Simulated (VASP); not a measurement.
# TaCo3 (Pm-3m) in VASP: a series of runs, part 2 of 2

VASP 6.6.1. Earlier steps stand in the parts before.

## (4) Single point, LDA (volume scaled by 0.82)

Contents of INCAR:

```
  PREC = Accurate
  ENCUT = 520
  EDIFF = 1E-7
  ISMEAR = -1
  SIGMA = 0.08
  LREAL = F
  LASPH = T
  NELM = 100
  ALGO = Normal
  ISIF = 2
  LWAVE = F
  LCHARG = F
  NBANDS = 27
```

Contents of KPOINTS:

```
Automatic mesh
0
Gamma
  9 9 9
```

Contents of POSCAR:

```
TaCo3
1.0
    3.4350838957      0.0000000000      0.0000000000
    0.0000000000      3.4350838957      0.0000000000
    0.0000000000      0.0000000000      3.4350838957
Ta Co
1 3
Direct
    0.0000000000      0.0000000000      0.0000000000
    0.0000000000      0.5000000000      0.5000000000
    0.5000000000      0.0000000000      0.5000000000
    0.5000000000      0.5000000000      0.0000000000
```

Potentials or basis: VASP PAW LDA potentials, release 64 (Ta_pv, Co).

Started as:

```
> cat potpaw_LDA.64/Ta_pv/POTCAR potpaw_LDA.64/Co/POTCAR > POTCAR
> mpirun -np 1 vasp_std > vasp.out
```

OUTCAR:

```text
PREC = Accurate
   ENCUT = 520
   EDIFF = 1E-7
   ISMEAR = -1
   LREAL = F
   LASPH = T
   NELM = 100
   ISIF = 2

 ion  position               nearest neighbor table
   1  0.000  0.000  0.000-   2 2.43   3 2.43   4 2.43   2 2.43   3 2.43   2 2.43   4 2.43   2 2.43
                             3 2.43   4 2.43   3 2.43   4 2.43
   2  0.000  0.500  0.500-   1 2.43   3 2.43   4 2.43   1 2.43   4 2.43   1 2.43   3 2.43   1 2.43
                             3 2.43   4 2.43   4 2.43   3 2.43
   3  0.500  0.000  0.500-   1 2.43   2 2.43   4 2.43   1 2.43   4 2.43   2 2.43   4 2.43   4 2.43
                             1 2.43   2 2.43   1 2.43   2 2.43
   4  0.500  0.500  0.000-   1 2.43   2 2.43   3 2.43   2 2.43   3 2.43   1 2.43   3 2.43   3 2.43
                             1 2.43   2 2.43   2 2.43   1 2.43

  LATTYP: Found a simple cubic cell.
 ALAT       =     3.4350838957

  Lattice vectors:

 A1 = (   3.4350838957,   0.0000000000,   0.0000000000)
 A2 = (   0.0000000000,   3.4350838957,   0.0000000000)
 A3 = (   0.0000000000,   0.0000000000,   3.4350838957)

Analysis of symmetry for initial positions (statically):
=====================================================================
 Subroutine PRICEL returns:
 Original cell was already a primitive cell.

 Routine SETGRP: Setting up the symmetry group for a
 simple cubic supercell.

 Subroutine GETGRP returns: Found 48 space group operations
 (whereof 48 operations were pure point group operations)
 out of a pool of 48 trial point group operations.

The static configuration has the point symmetry O_h .

Analysis of symmetry for dynamics (positions and initial velocities):
=====================================================================
 Subroutine PRICEL returns:
 Original cell was already a primitive cell.

 Routine SETGRP: Setting up the symmetry group for a
 simple cubic supercell.

 Subroutine GETGRP returns: Found 48 space group operations
 (whereof 48 operations were pure point group operations)
 out of a pool of 48 trial point group operations.

The dynamic configuration has the point symmetry O_h .

 Subroutine INISYM returns: Found 48 space group operations
 (whereof 48 operations are pure point group operations),
 and found     1 'primitive' translations

----------------------------------------------------------------------------------------

                                     Primitive cell

  volume of cell :      40.5333

  direct lattice vectors                    reciprocal lattice vectors
     3.435083896  0.000000000  0.000000000     0.291113705  0.000000000  0.000000000
     0.000000000  3.435083896  0.000000000     0.000000000  0.291113705  0.000000000
     0.000000000  0.000000000  3.435083896     0.000000000  0.000000000  0.291113705

  length of vectors
     3.435083896  3.435083896  3.435083896     0.291113705  0.291113705  0.291113705

  position of ions in fractional coordinates (direct lattice)
     0.000000000  0.000000000  0.000000000
     0.000000000  0.500000000  0.500000000
     0.500000000  0.000000000  0.500000000
     0.500000000  0.500000000  0.000000000

  ion indices of the primitive-cell ions
   primitive index   ion index
                 1           1
                 2           2
                 3           3
                 4           4

[... 23 lines left out ...]

 Found     35 irreducible k-points:

 Following reciprocal coordinates:
            Coordinates               Weight
  0.000000  0.000000  0.000000      1.000000
  0.111111  0.000000  0.000000      6.000000
  0.222222  0.000000  0.000000      6.000000
  0.333333  0.000000  0.000000      6.000000
  0.444444  0.000000  0.000000      6.000000
  0.111111  0.111111  0.000000     12.000000
[... 16 lines left out ...]
  0.333333  0.333333  0.111111     24.000000
  0.444444  0.333333  0.111111     48.000000
 [... further k-points ...]
   k-points           NKPTS =     35   k-points in BZ     NKDIM =     35   number of bands    NBANDS=     27
   number of dos      NEDOS =    301   number of ions     NIONS =      4
   total plane-waves  NPLWV =  21952
   dimension x,y,z NGX =    28 NGY =   28 NGZ =   28
   dimension x,y,z NGXF=    56 NGYF=   56 NGZF=   56
   ions per type =               1   3
   NGX,Y,Z   is equivalent  to a cutoff of  13.55, 13.55, 13.55 a.u.
   NGXF,Y,Z  is equivalent  to a cutoff of  27.10, 27.10, 27.10 a.u.
 SYSTEM =  unknown system
   PREC   = accura    normal or accurate (medium, high low for compatibility)
   ISTART =      0    job   : 0-new  1-cont  2-samecut
   ICHARG =      2    charge: 1-file 2-atom 10-const
   ISPIN  =      1    spin polarized calculation?
   LNONCOLLINEAR =      F non collinear calculations
   LSORBIT =      F    spin-orbit coupling
   LASPH  =      T    aspherical Exc in radial PAW
   ENCUT  =  520.0 eV  38.22 Ry    6.18 a.u.   6.39  6.39  6.39*2*pi/ulx,y,z
   NELM   =    100;   NELMIN=  2; NELMDL= -5     # of ELM steps
   EDIFF  = 0.1E-06   stopping-criterion for ELM
   LREAL  =      F    real-space projection
   EDIFFG = 0.1E-05   stopping-criterion for IOM
   NSW    =      0    number of steps for IOM
   IBRION =     -1    ionic relax: 0-MD 1-quasi-New 2-CG
   NFREE  =      0    steps in history (QN), initial steepest desc. (CG)
   ISIF   =      2    stress and relaxation
   ISYM   =      2    0-nonsym 1-usesym 2-fastsym
   POTIM  = 0.5000    time-step for ionic-motion
   TEBEG  =    0.0;   TEEND  =   0.0 temperature during run
   PSTRESS=    0.0 pullay stress
   NELECT =      38.0000    total number of electrons
   NUPDOWN=      -1.0000    fix difference up-down
   EMIN   =  10.00;   EMAX   =-10.00  energy-range for DOS
   EFERMI =   0.00;   METHOD = LEGACY
   ISMEAR =    -1;   SIGMA  =   0.08  broadening in eV -4-tet -1-fermi 0-gaus
   EFERMI_NEDOS =   21; number of points for ismear=-14 and -15
   IALGO  =     38    algorithm
   IMIX   =      4    mixing-type and parameters
     AMIX     =   0.40;   BMIX     =  1.00
     AMIX_MAG =   1.60;   BMIX_MAG =  1.00
  volume/ion in A,a.u.               =      10.13        68.38
  Fermi-wavevector in a.u.,A,eV,Ry     =   1.602256  3.027826 34.929224  2.567226
  Thomas-Fermi vector in A             =   2.699106
   LORBIT       =      0    0 simple, 1 ext, 2 COOP (PROOUT), +10 PAW based schemes
   GGA     = CA    functional components
   LHFCALC =     F    Hartree Fock is set to
   AEXX    =    0.0000 exact exchange contribution
   IVDW    =     0    specifies the selected vdW correction
   LEPSILON=     F    determine dielectric tensor
   LRPA    =     F    only Hartree local field effects (RPA)
 non-spin polarized calculation
  energy-cutoff  :      520.00
  volume of cell :       40.53
 maximum number of plane-waves:      1107
 NGX is ok and might be reduce to    28
   NGX = 13   NGY = 13   NGZ = 13

 number of electron      38.0000017 magnetization

 Free energy of the ion-electron system (eV)
  ---------------------------------------------------
  ext. energy  EPLUGINS =         0.00000000
  ---------------------------------------------------
  free energy    TOTEN  =       -38.12174133 eV

  energy without entropy =      -38.05487520  energy(sigma->0) =      -38.08830826

 E-fermi :  11.3130     XC(G=0): -14.6885

 val. band max:       11.2855906857   @ k =   0.4444   0.4444   0.2222
 cond. band min:      11.3274799898   @ k =   0.3333   0.3333   0.1111
 fundamental gap:      0.0418893041
 Fermi energy:        11.3130331420

 k-point     1 :       0.0000    0.0000    0.0000
  band No.  band energies     occupation
      1     -22.5109      2.00000
      2     -22.5109      2.00000
      3     -22.5109      2.00000
      4       1.7131      2.00000
      5       4.9179      2.00000
      6       4.9179      2.00000
[... 709 lines left out ...]
     26      18.2226      0.00000
     27      18.8957      0.00000

 [... further k-points ...]

------------------------ aborting loop because EDIFF is reached ----------------------------------------

  FORCE on cell =-STRESS in cart. coord.  units (eV):
  Direction    XX          YY          ZZ          XY          YZ          ZX
  --------------------------------------------------------------------------------------
  -------------------------------------------------------------------------------------
  Total        9.8477525      9.8477525      9.8477525      0.0000000     -0.0000000      0.0000000
  in kB      389.2563105    389.2563105    389.2563105      0.0000000     -0.0000000      0.0000000
  external PRESSURE =     389.2563105 kB  Pullay stress =       0.0000000 kB

 VOLUME and BASIS-vectors are now :
 -----------------------------------------------------------------------------
  energy-cutoff  :      520.00
  volume of cell :       40.53
      direct lattice vectors                 reciprocal lattice vectors
     3.435083896  0.000000000  0.000000000     0.291113705  0.000000000  0.000000000
     0.000000000  3.435083896  0.000000000     0.000000000  0.291113705  0.000000000
     0.000000000  0.000000000  3.435083896     0.000000000  0.000000000  0.291113705

 POSITION                                       TOTAL-FORCE (eV/Angst)
 -----------------------------------------------------------------------------------
      0.00000      0.00000      0.00000         0.000000      0.000000      0.000000
      0.00000      1.71754      1.71754         0.000000      0.000000      0.000000
      1.71754      0.00000      1.71754         0.000000      0.000000      0.000000
      1.71754      1.71754      0.00000         0.000000      0.000000      0.000000
 -----------------------------------------------------------------------------------
    total drift:                                0.000000      0.000000      0.000000

  FREE ENERGIE OF THE ION-ELECTRON SYSTEM (eV)
  ---------------------------------------------------
  free  energy   TOTEN  =       -38.1217413287 eV

  energy  without entropy=      -38.0548751971  energy(sigma->0) =      -38.08830826
```

OSZICAR:

```text
N       E                     dE             d eps       ncg     rms          rms(c)
DAV:   1     0.292880691971E+03    0.29288E+03   -0.17907E+04  1890   0.188E+03
DAV:   2    -0.229131265416E+02   -0.31579E+03   -0.30324E+03  1902   0.403E+02
DAV:   3    -0.419659890844E+02   -0.19053E+02   -0.18068E+02  2069   0.119E+02
DAV:   4    -0.425301814834E+02   -0.56419E+00   -0.56004E+00  2003   0.207E+01
DAV:   5    -0.425485549982E+02   -0.18374E-01   -0.18370E-01  2441   0.325E+00    0.315E+01
DAV:   6    -0.440101939374E+02   -0.14616E+01   -0.44655E+01  2145   0.101E+02    0.210E+01
DAV:   7    -0.386185905459E+02    0.53916E+01   -0.35023E+01  2297   0.667E+01    0.113E+01
DAV:   8    -0.381503534353E+02    0.46824E+00   -0.15261E+00  2325   0.149E+01    0.159E+00
DAV:   9    -0.381255142603E+02    0.24839E-01   -0.64506E-02  2771   0.250E+00    0.706E-01
DAV:  10    -0.381226769925E+02    0.28373E-02   -0.39852E-03  1929   0.511E-01    0.389E-01
DAV:  11    -0.381217447489E+02    0.93224E-03   -0.87781E-04  2568   0.272E-01    0.125E-01
DAV:  12    -0.381217415712E+02    0.31777E-05   -0.81575E-05  2041   0.112E-01    0.281E-02
DAV:  13    -0.381217413605E+02    0.21070E-06   -0.37222E-06  2644   0.206E-02    0.644E-03
DAV:  14    -0.381217413287E+02    0.31744E-07   -0.17336E-07  1615   0.550E-03
   1 F= -.38121741E+02 E0= -.38088308E+02  d E =-.668661E-01
```

stdout:

```text
POSCAR found type information on POSCAR TaCo
 POSCAR found :  2 types and       4 ions
 scaLAPACK will be used
 LDA part: xc-table for (Slater(with rela. corr.)+CA(PZ))
 , standard interpolation
 POSCAR, INCAR and KPOINTS ok, starting setup
 FFT: planning ... GRIDC
 FFT: planning ... GRID_SOFT
 FFT: planning ... GRID
 WAVECAR not read
 entering main loop
```

Run time: 1.7 min. Hardware: 1 thread of AMD EPYC 7R13, shared host; peak memory 0.13 GiB.

Results:

```
Free energy            : -38.1217 eV
Pressure               : 38.9 GPa
Band gap on the k mesh : zero (band 19 reaches 11.96 eV, above the bottom of band 20 at 10.74 eV)
```

Caveat: spin-orbit coupling is left out, which moves the levels of the heavy elements. Spin polarisation is off, so any magnetic state and its effect on volume and gap are missing.

## (5) Single point, LDA (volume scaled by 0.88)

Contents of INCAR:

```
SYSTEM = TaCo3
PREC = Accurate ; ENCUT = 520
EDIFF = 1E-7 ; ISMEAR = -1
SIGMA = 0.08 ; LREAL = .FALSE.
LASPH = .TRUE. ; NELM = 100
ALGO = Normal ; ISIF = 2
LWAVE = .FALSE. ; LCHARG = .TRUE.
GGA = CA ; LELF = .TRUE.
LVHAR = .TRUE. ; NBANDS = 27
```

Contents of KPOINTS:

```
regular mesh
0
G
  9 9 9
  0 0 0
```

Contents of POSCAR:

```
TaCo3
1.0
    3.5169021751      0.0000000000      0.0000000000
    0.0000000000      3.5169021751      0.0000000000
    0.0000000000      0.0000000000      3.5169021751
Ta Co
1 3
Direct
    0.0000000000      0.0000000000      0.0000000000
    0.0000000000      0.5000000000      0.5000000000
    0.5000000000      0.0000000000      0.5000000000
    0.5000000000      0.5000000000      0.0000000000
```

Started as:

```
> cat potpaw_LDA.64/Ta_pv/POTCAR potpaw_LDA.64/Co/POTCAR > POTCAR
> mpirun -np 1 vasp_std > vasp.out
```

Wall time 1.7 min (1 thread of AMD EPYC 7R13, shared host); peak memory 0.13 GiB.

Results (log left out):

```yaml
Free_energy: -38.5676 eV
Pressure: 11.0 GPa
Band_gap_on_the_k_mesh: zero (band 19 reaches 10.83 eV, above the bottom of band 20 at 9.74 eV)
```

Levels at points of the mesh, in eV from the Fermi level:
| k point | band 17 | band 18 | band 19 | band 20 | band 21 | band 22 |
| --- | --- | --- | --- | --- | --- | --- |
| (0.00, 0.00, 0.00) | 0.58 | 0.58 | 0.58 | 2.93 | 2.93 | 3.44 |

Caveat: spin-orbit coupling is left out, which moves the levels of the heavy elements. Spin polarisation is off, so any magnetic state and its effect on volume and gap are missing.

## (6) The runs side by side

| cell | gap on the mesh (eV) | pressure (GPa) |
| --- | --- | --- |
| a = 3.259 Å, 4 atoms | none | 137.9 |
| a = 3.349 Å, 4 atoms | none | 79.4 |
| a = 3.435 Å, 4 atoms | none | 38.9 |
| a = 3.517 Å, 4 atoms | none | 11.0 |

Alike in all rows: task single point; level LDA; potentials or basis VASP PAW LDA potentials, release 64 (Ta_pv, Co); no spin polarisation; k mesh 9 × 9 × 9; cutoff (eV) 520; smearing fermi-dirac 0.08 eV.

Caveats: spin-orbit coupling is left out, which moves the levels of the heavy elements.

Total energies depend on the potentials used, so only differences within one code and one set of settings carry meaning.
